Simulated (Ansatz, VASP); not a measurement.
PbF2 in VASP and in Ansatz

```
Pb F
1.0
    -0.00457    2.91687    2.87357
     2.87000   -0.00353    2.87253
     2.86994    2.91577   -0.00347
Pb F
1 2
Direct
  0.98166 0.02223 0.97995
  0.24314 0.20609 0.29398
  0.77520 0.77167 0.72607
```

Change from the starting cell: all atoms moved at random, cell strained at random.

Alike in both runs: task single point; functional PBE; k mesh 8 × 8 × 8; occupations gaussian, width 0.02 eV; no spin polarisation.

```csv
,VASP,Ansatz
version,VASP 6.6.1,Ansatz 0.2.0
potentials or method,"VASP PAW PBE potentials, release 64 (Pb_d, F), cutoff 520 eV","scalar-relativistic, plane waves, PAW"
valence electrons in the cell,28,28
```

|  | VASP | Ansatz | Ansatz less VASP |
| --- | --- | --- | --- |
| gap on the k mesh at the Fermi level (eV) | 3.93 | 3.94 | +0.006 |
| least direct gap on the mesh (eV) | 4.25 | 4.25 | +0.003 |
| pressure (GPa) | 11.8 | 12.0 | +0.18 |
| traceless stress, the component that is largest in VASP (GPa) | 5.00 | 4.93 | -0.077 |
| rms of the force components (eV/Å) | 0.520 | 0.512 | -0.0086 |

Atom by atom the forces differ by 0.011 eV/Å (rms over components). The functional is the same, so the differences come from potentials, cutoffs and numerics.

Spin-orbit coupling is off throughout.
